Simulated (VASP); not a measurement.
# CdO (Fm-3m) in VASP: notebook

CdO is run at these levels: BLYP, BLYP+D3(BJ), b88 exchange, pbe correlation; tasks: single point.

Program: VASP 6.6.1. These are calculated values, not measurements. Logs are shortened: lines on timing, memory, paths and dates and some standing lists are left out, and cuts for length are marked.

## Step 1: The cell of the first run

Symmetry: Fm-3m, No. 225, cubic system. The conventional cell has a = 4.761 Å, b = 4.761 Å, c = 4.761 Å, α = 90.00°, β = 90.00°, γ = 90.00°. Within 3.1 Å of Cd (site symmetry m-3m) lie 6 O at 2.38 Å. O (site symmetry m-3m) has 6 Cd at 2.38 Å within 3.1 Å.

## Step 2: Single point, BLYP

Contents of INCAR:

```
PREC = Accurate
ENCUT = 700
EDIFF = 1E-6
ISMEAR = -1
SIGMA = 0.05
LREAL = False
LASPH = True
NELM = 120
ALGO = Normal
ISIF = 2
LWAVE = False
LCHARG = True
GGA = B5
ALDAX = 1.0
AGGAX = 1.0
AGGAC = 1.0
ALDAC = 0.0
LELF = True
LVHAR = True
NBANDS = 20
GGA_COMPAT = False
```

Contents of KPOINTS:

```
Automatic mesh
0
Gamma
  10 10 10
```

Contents of POSCAR:

```
CdO
1.0
    0.0000000000      2.3804180193      2.3804180193
    2.3804180193      0.0000000000      2.3804180193
    2.3804180193      2.3804180193      0.0000000000
Cd O
1 1
Direct
    0.0000000000      0.0000000000      0.0000000000
    0.5000000000      0.5000000000      0.5000000000
```

Potentials or basis: VASP PAW PBE potentials, release 64 (Cd_sv_GW, O).

Command:

```console
$ cat potpaw_PBE.64/Cd_sv_GW/POTCAR potpaw_PBE.64/O/POTCAR > POTCAR
$ mpirun -np 1 vasp_std > vasp.out
```

OUTCAR:

```text
PREC = Accurate
   ENCUT = 700
   EDIFF = 1E-6
   ISMEAR = -1
   LREAL = False
   LASPH = True
   NELM = 120
   ISIF = 2
   GGA = B5

 ion  position               nearest neighbor table
   1  0.000  0.000  0.000-
   2  0.500  0.500  0.500-

  LATTYP: Found a face centered cubic cell.
 ALAT       =     4.7608360386

  Lattice vectors:

 A1 = (   0.0000000000,   2.3804180193,   2.3804180193)
 A2 = (   2.3804180193,   0.0000000000,   2.3804180193)
 A3 = (   2.3804180193,   2.3804180193,   0.0000000000)

Analysis of symmetry for initial positions (statically):
=====================================================================
 Subroutine PRICEL returns:
 Original cell was already a primitive cell.

 Routine SETGRP: Setting up the symmetry group for a
 face centered cubic supercell.

 Subroutine GETGRP returns: Found 48 space group operations
 (whereof 48 operations were pure point group operations)
 out of a pool of 48 trial point group operations.

The static configuration has the point symmetry O_h .

Analysis of symmetry for dynamics (positions and initial velocities):
=====================================================================
 Subroutine PRICEL returns:
 Original cell was already a primitive cell.

 Routine SETGRP: Setting up the symmetry group for a
 face centered cubic supercell.

 Subroutine GETGRP returns: Found 48 space group operations
 (whereof 48 operations were pure point group operations)
 out of a pool of 48 trial point group operations.

The dynamic configuration has the point symmetry O_h .

 Subroutine INISYM returns: Found 48 space group operations
 (whereof 48 operations are pure point group operations),
 and found     1 'primitive' translations

----------------------------------------------------------------------------------------

                                     Primitive cell

  volume of cell :      26.9768

  direct lattice vectors                    reciprocal lattice vectors
     0.000000000  2.380418019  2.380418019    -0.210047141  0.210047141  0.210047141
     2.380418019  0.000000000  2.380418019     0.210047141 -0.210047141  0.210047141
     2.380418019  2.380418019  0.000000000     0.210047141  0.210047141 -0.210047141

[... 75 lines left out ...]
   ISTART =      0    job   : 0-new  1-cont  2-samecut
   ICHARG =      2    charge: 1-file 2-atom 10-const
   ISPIN  =      1    spin polarized calculation?
   LNONCOLLINEAR =      F non collinear calculations
   LSORBIT =      F    spin-orbit coupling
   LASPH  =      T    aspherical Exc in radial PAW
   ENCUT  =  700.0 eV  51.45 Ry    7.17 a.u.   7.26  7.26  7.26*2*pi/ulx,y,z
   NELM   =    120;   NELMIN=  2; NELMDL= -5     # of ELM steps
   EDIFF  = 0.1E-05   stopping-criterion for ELM
   LREAL  =      F    real-space projection
   EDIFFG = 0.1E-04   stopping-criterion for IOM
   NSW    =      0    number of steps for IOM
   IBRION =     -1    ionic relax: 0-MD 1-quasi-New 2-CG
   NFREE  =      0    steps in history (QN), initial steepest desc. (CG)
   ISIF   =      2    stress and relaxation
   ISYM   =      2    0-nonsym 1-usesym 2-fastsym
   POTIM  = 0.5000    time-step for ionic-motion
   TEBEG  =    0.0;   TEEND  =   0.0 temperature during run
   PSTRESS=    0.0 pullay stress
   NELECT =      26.0000    total number of electrons
   NUPDOWN=      -1.0000    fix difference up-down
   EMIN   =  10.00;   EMAX   =-10.00  energy-range for DOS
   EFERMI =   0.00;   METHOD = LEGACY
   ISMEAR =    -1;   SIGMA  =   0.05  broadening in eV -4-tet -1-fermi 0-gaus
   EFERMI_NEDOS =   21; number of points for ismear=-14 and -15
   IALGO  =     38    algorithm
   IMIX   =      4    mixing-type and parameters
     AMIX     =   0.40;   BMIX     =  1.00
     AMIX_MAG =   1.60;   BMIX_MAG =  1.00
  volume/ion in A,a.u.               =      13.49        91.02
  Fermi-wavevector in a.u.,A,eV,Ry     =   1.617097  3.055870 35.579269  2.615002
  Thomas-Fermi vector in A             =   2.711577
   LORBIT       =      0    0 simple, 1 ext, 2 COOP (PROOUT), +10 PAW based schemes
   GGA     = B5    functional components
   LHFCALC =     F    Hartree Fock is set to
   AEXX    =    0.0000 exact exchange contribution
   IVDW    =     0    specifies the selected vdW correction
   LEPSILON=     F    determine dielectric tensor
   LRPA    =     F    only Hartree local field effects (RPA)
 non-spin polarized calculation
  energy-cutoff  :      700.00
  volume of cell :       26.98
 maximum number of plane-waves:      1158
 NGX is ok and might be reduce to    30
   NGX = 15   NGY = 15   NGZ = 15

 number of electron      25.9999995 magnetization

 Free energy of the ion-electron system (eV)
  ---------------------------------------------------
  ext. energy  EPLUGINS =         0.00000000
  ---------------------------------------------------
  free energy    TOTEN  =        -7.04685841 eV

  energy without entropy =       -7.04631219  energy(sigma->0) =       -7.04658530

 E-fermi :   5.0514     XC(G=0): -11.1688

 val. band max:        4.8818436347   @ k =   0.5000   0.0000   0.0000
 cond. band min:       5.5375997730   @ k =   0.1000   0.0000   0.0000
 fundamental gap:      0.6557561382
 Fermi energy:         5.0514228575

 k-point     1 :       0.0000    0.0000    0.0000
  band No.  band energies     occupation
      1     -95.2146      2.00000
      2     -56.5050      2.00000
      3     -56.5050      2.00000
      4     -56.5050      2.00000
      5     -12.0841      2.00000
      6      -1.8283      2.00000
[... 541 lines left out ...]
     19      27.8973      0.00000
     20      28.2946      0.00000

 [... further k-points ...]

------------------------ aborting loop because EDIFF is reached ----------------------------------------

  FORCE on cell =-STRESS in cart. coord.  units (eV):
  Direction    XX          YY          ZZ          XY          YZ          ZX
  --------------------------------------------------------------------------------------
  -------------------------------------------------------------------------------------
  Total        0.9488001      0.9488001      0.9488001      0.0000000      0.0000000      0.0000000
  in kB       56.3502210     56.3502210     56.3502210      0.0000000      0.0000000      0.0000000
  external PRESSURE =      56.3502210 kB  Pullay stress =       0.0000000 kB

 VOLUME and BASIS-vectors are now :
 -----------------------------------------------------------------------------
  energy-cutoff  :      700.00
  volume of cell :       26.98
      direct lattice vectors                 reciprocal lattice vectors
     0.000000000  2.380418019  2.380418019    -0.210047141  0.210047141  0.210047141
     2.380418019  0.000000000  2.380418019     0.210047141 -0.210047141  0.210047141
     2.380418019  2.380418019  0.000000000     0.210047141  0.210047141 -0.210047141

 POSITION                                       TOTAL-FORCE (eV/Angst)
 -----------------------------------------------------------------------------------
      0.00000      0.00000      0.00000         0.000000      0.000000      0.000000
      2.38042      2.38042      2.38042        -0.000000     -0.000000      0.000000
 -----------------------------------------------------------------------------------
    total drift:                                0.000000      0.000000      0.000000

  FREE ENERGIE OF THE ION-ELECTRON SYSTEM (eV)
  ---------------------------------------------------
  free  energy   TOTEN  =        -7.0468584124 eV

  energy  without entropy=       -7.0463121935  energy(sigma->0) =       -7.04658530
```

OSZICAR:

```text
N       E                     dE             d eps       ncg     rms          rms(c)
DAV:   1     0.528166673762E+03    0.52817E+03   -0.18116E+04  1908   0.229E+03
DAV:   2     0.376491034340E+02   -0.49052E+03   -0.46133E+03  1884   0.686E+02
DAV:   3    -0.766844505353E+01   -0.45318E+02   -0.44587E+02  2772   0.252E+02
DAV:   4    -0.921518744418E+01   -0.15467E+01   -0.15453E+01  2568   0.449E+01
DAV:   5    -0.927565027152E+01   -0.60463E-01   -0.60461E-01  2600   0.860E+00    0.140E+01
DAV:   6    -0.711202983409E+01    0.21636E+01   -0.11183E+01  2880   0.596E+01    0.157E+01
DAV:   7    -0.707179330091E+01    0.40237E-01   -0.12470E+00  2944   0.119E+01    0.946E+00
DAV:   8    -0.705913723674E+01    0.12656E-01   -0.25785E-01  2464   0.585E+00    0.971E-01
DAV:   9    -0.704678697747E+01    0.12350E-01   -0.63573E-02  2708   0.265E+00    0.182E-01
DAV:  10    -0.704688013735E+01   -0.93160E-04   -0.28448E-03  2184   0.535E-01    0.894E-02
DAV:  11    -0.704685605891E+01    0.24078E-04   -0.22778E-04  2792   0.127E-01    0.232E-02
DAV:  12    -0.704685860291E+01   -0.25440E-05   -0.97046E-06  2364   0.340E-02    0.928E-03
DAV:  13    -0.704685841235E+01    0.19056E-06   -0.27180E-06  1924   0.242E-02
   1 F= -.70468584E+01 E0= -.70465853E+01  d E =-.546219E-03
```

Run time: 48 s. Hardware: 1 thread of Intel Xeon Platinum 8375C at 2.90GHz (Ice Lake), shared host; peak memory 0.2 GiB.

What came out:

* Free energy: -7.0469 eV
* Pressure: 5.6 GPa
* Band gap on the k mesh: zero (bands 13 and 14 overlap by 0.34 eV)

Caveat: the cell stands under pressure; semilocal functionals underestimate gaps, and a narrow one can read as zero; the PAW data sets were made with another functional, which shifts forces and pressure a little.

## Step 3: Single point, BLYP+D3(BJ)

This run uses another cell than the first one, of 12.97 Å³/atom.

Contents of INCAR:

```
SYSTEM = CdO
AGGAC    = 1.0          
AGGAX    = 1.0          
ALDAC    = 0.0          
ALDAX    = 1.0          
ALGO     = Normal         ! electronic algorithm
EDIFF    = 1E-6           ! SCF threshold, eV
ENCUT    = 700            ! plane-wave cutoff, eV
GGA      = B5             ! functional
GGA_COMPAT= .False.      
ISIF     = 2              ! what is computed and relaxed
ISMEAR   = -1             ! smearing method
IVDW     = 12             ! dispersion correction
LASPH    = .True.         ! aspherical terms in the spheres
LCHARG   = .True.         ! write CHGCAR
LELF     = .True.         ! ELF
LREAL    = .False.        ! projectors in reciprocal space
LVHAR    = .True.       
LWAVE    = .False.        ! write WAVECAR
NBANDS   = 20             ! bands
NELM     = 120            ! most SCF steps
PREC     = Accurate       ! precision mode
SIGMA    = 0.05           ! smearing width, eV
VDW_A1   = 0.4298       
VDW_A2   = 4.2359       
VDW_S6   = 1.0          
VDW_S8   = 2.6996
```

Contents of KPOINTS:

```
k-points
0
Gamma
  10 10 10
  0 0 0
```

Contents of POSCAR:

```
CdO
1.0
    0.0000000000      2.3495000000      2.3495000000
    2.3495000000      0.0000000000      2.3495000000
    2.3495000000      2.3495000000      0.0000000000
Cd O
1 1
Direct
    0.0000000000      0.0000000000      0.0000000000
    0.5000000000      0.5000000000      0.5000000000
```

Potentials or basis: VASP PAW PBE potentials, release 64 (Cd_sv_GW, O).

Command:

```console
$ cat potpaw_PBE.64/Cd_sv_GW/POTCAR potpaw_PBE.64/O/POTCAR > POTCAR
$ mpirun -np 1 vasp_std > vasp.out
```

It took 34 s on 1 thread of Intel Xeon Platinum 8488C (Sapphire Rapids), shared host; peak memory 0.22 GiB.

Results (log left out):

```
Free energy                : -8.2859 eV
Pressure                   : 3.9 GPa
Band gap on the k mesh     : zero (bands 13 and 14 overlap by 0.26 eV)
Dispersion energy per atom : -0.648 eV
```

Levels at points of the mesh, in eV from the Fermi level:
| k point | band 11 | band 12 | band 13 | band 14 | band 15 | band 16 |
| --- | --- | --- | --- | --- | --- | --- |
| (0.00, 0.00, 0.00) | -1.51 | -1.51 | -1.51 | -0.42 | 14.91 | 17.14 |
| (0.50, 0.00, 0.00) | -3.97 | -0.16 | -0.16 | 4.55 | 7.15 | 11.79 |
| (0.50, 0.50, 0.00) | -4.37 | -2.45 | -2.45 | 3.70 | 8.54 | 11.51 |

Caveat: the cell stands under pressure; semilocal functionals underestimate gaps, and a narrow one can read as zero; the PAW data sets were made with another functional, which shifts forces and pressure a little.

## Step 4: Single point, BLYP

This run uses another cell than the first one, of 12.71 Å³/atom.

Contents of INCAR:

```
PREC     = Accurate       # precision mode
ENCUT    = 700            # plane-wave cutoff, eV
EDIFF    = 1E-6           # SCF threshold, eV
ISMEAR   = -1             # smearing method
SIGMA    = 0.05           # smearing width, eV
LREAL    = False          # projectors in reciprocal space
LASPH    = True           # aspherical terms in the spheres
NELM     = 120            # most SCF steps
ALGO     = Normal         # electronic algorithm
ISIF     = 2              # what is computed and relaxed
LWAVE    = False          # write WAVECAR
LCHARG   = False          # write CHGCAR
GGA      = B5             # functional
ALDAX    = 1.0          
AGGAX    = 1.0          
AGGAC    = 1.0          
ALDAC    = 0.0          
NBANDS   = 20             # bands
GGA_COMPAT= False
```

Contents of KPOINTS:

```
Automatic mesh
0
Gamma
  10 10 10
```

Contents of POSCAR:

```
CdO
1.0
    0.0000000000      2.3337310685      2.3337310685
    2.3337310685      0.0000000000      2.3337310685
    2.3337310685      2.3337310685      0.0000000000
Cd O
1 1
Direct
    0.0000000000      0.0000000000      0.0000000000
    0.5000000000      0.5000000000      0.5000000000
```

Potentials or basis: VASP PAW PBE potentials, release 64 (Cd_sv_GW, O).

Command:

```console
$ cat potpaw_PBE.64/Cd_sv_GW/POTCAR potpaw_PBE.64/O/POTCAR > POTCAR
$ mpirun -np 1 vasp_std > vasp.out
```

OUTCAR:

```text
PREC = Accurate
   ENCUT = 700
   EDIFF = 1E-6
   ISMEAR = -1
   LREAL = False
   LASPH = True
   NELM = 120
   ISIF = 2
   GGA = B5

 ion  position               nearest neighbor table
   1  0.000  0.000  0.000-
   2  0.500  0.500  0.500-

  LATTYP: Found a face centered cubic cell.
 ALAT       =     4.6674621370

  Lattice vectors:

 A1 = (   0.0000000000,   2.3337310685,   2.3337310685)
 A2 = (   2.3337310685,   0.0000000000,   2.3337310685)
 A3 = (   2.3337310685,   2.3337310685,   0.0000000000)

Analysis of symmetry for initial positions (statically):
=====================================================================
 Subroutine PRICEL returns:
 Original cell was already a primitive cell.

 Routine SETGRP: Setting up the symmetry group for a
 face centered cubic supercell.

 Subroutine GETGRP returns: Found 48 space group operations
 (whereof 48 operations were pure point group operations)
[... 157 lines left out ...]
  ext. energy  EPLUGINS =         0.00000000
  ---------------------------------------------------
  free energy    TOTEN  =        -6.94477152 eV

  energy without entropy =       -6.94424180  energy(sigma->0) =       -6.94450666

 E-fermi :   5.7819     XC(G=0): -11.5016

 val. band max:        5.6198342867   @ k =   0.5000   0.0000   0.0000
 cond. band min:       6.3721288139   @ k =   0.1000   0.0000   0.0000
 fundamental gap:      0.7522945271
 Fermi energy:         5.7818681881

 k-point     1 :       0.0000    0.0000    0.0000
  band No.  band energies     occupation
      1     -94.5067      2.00000
      2     -55.8016      2.00000
      3     -55.8016      2.00000
      4     -55.8016      2.00000
      5     -11.7767      2.00000
      6      -1.1949      2.00000
[... 541 lines left out ...]
     19      29.5135      0.00000
     20      29.5341      0.00000

 [... further k-points ...]

------------------------ aborting loop because EDIFF is reached ----------------------------------------

  FORCE on cell =-STRESS in cart. coord.  units (eV):
  Direction    XX          YY          ZZ          XY          YZ          ZX
  --------------------------------------------------------------------------------------
  -------------------------------------------------------------------------------------
  Total        2.4190340      2.4190340      2.4190340      0.0000000      0.0000000     -0.0000000
  in kB      152.4649892    152.4649892    152.4649892      0.0000000      0.0000000     -0.0000000
  external PRESSURE =     152.4649892 kB  Pullay stress =       0.0000000 kB

 VOLUME and BASIS-vectors are now :
 -----------------------------------------------------------------------------
  energy-cutoff  :      700.00
  volume of cell :       25.42
      direct lattice vectors                 reciprocal lattice vectors
     0.000000000  2.333731069  2.333731069    -0.214249194  0.214249194  0.214249194
     2.333731069  0.000000000  2.333731069     0.214249194 -0.214249194  0.214249194
     2.333731069  2.333731069  0.000000000     0.214249194  0.214249194 -0.214249194

 POSITION                                       TOTAL-FORCE (eV/Angst)
 -----------------------------------------------------------------------------------
      0.00000      0.00000      0.00000         0.000000      0.000000      0.000000
      2.33373      2.33373      2.33373         0.000000      0.000000     -0.000000
 -----------------------------------------------------------------------------------
    total drift:                                0.000000      0.000000      0.000000

  FREE ENERGIE OF THE ION-ELECTRON SYSTEM (eV)
  ---------------------------------------------------
  free  energy   TOTEN  =        -6.9447715200 eV

  energy  without entropy=       -6.9442418033  energy(sigma->0) =       -6.94450666
```

OSZICAR:

```text
N       E                     dE             d eps       ncg     rms          rms(c)
DAV:   1     0.533615441414E+03    0.53362E+03   -0.18239E+04  1904   0.235E+03
DAV:   2     0.365154577826E+02   -0.49710E+03   -0.46933E+03  1900   0.693E+02
DAV:   3    -0.777847164631E+01   -0.44294E+02   -0.43713E+02  2760   0.251E+02
DAV:   4    -0.909640623991E+01   -0.13179E+01   -0.13170E+01  2608   0.409E+01
DAV:   5    -0.915299729606E+01   -0.56591E-01   -0.56590E-01  2604   0.812E+00    0.152E+01
DAV:   6    -0.698215995235E+01    0.21708E+01   -0.10243E+01  2972   0.587E+01    0.168E+01
DAV:   7    -0.696699004960E+01    0.15170E-01   -0.10832E+00  2932   0.118E+01    0.103E+01
DAV:   8    -0.695702117970E+01    0.99689E-02   -0.23924E-01  2552   0.601E+00    0.964E-01
DAV:   9    -0.694463861877E+01    0.12383E-01   -0.62898E-02  2732   0.294E+00    0.165E-01
DAV:  10    -0.694478571633E+01   -0.14710E-03   -0.27859E-03  2196   0.533E-01    0.848E-02
DAV:  11    -0.694476773747E+01    0.17979E-04   -0.18640E-04  2816   0.126E-01    0.168E-02
DAV:  12    -0.694477162180E+01   -0.38843E-05   -0.95444E-06  2352   0.304E-02    0.792E-03
DAV:  13    -0.694477152001E+01    0.10179E-06   -0.13017E-06  1840   0.179E-02
   1 F= -.69447715E+01 E0= -.69445067E+01  d E =-.529717E-03
```

Run time: 41 s. Hardware: 1 thread of Intel Xeon Platinum 8375C at 2.90GHz (Ice Lake), shared host; peak memory 0.19 GiB.

What came out:

| Item | Value |
| --- | --- |
| Free energy | -6.9448 eV |
| Pressure | 15.2 GPa |
| Band gap on the k mesh | zero (bands 13 and 14 overlap by 0.21 eV) |

Caveat: the cell stands under pressure; semilocal functionals underestimate gaps, and a narrow one can read as zero; the PAW data sets were made with another functional, which shifts forces and pressure a little.

[end of part 1 of 2]

The gap in the log of VASP goes by the Fermi energy; the results here count the filled bands.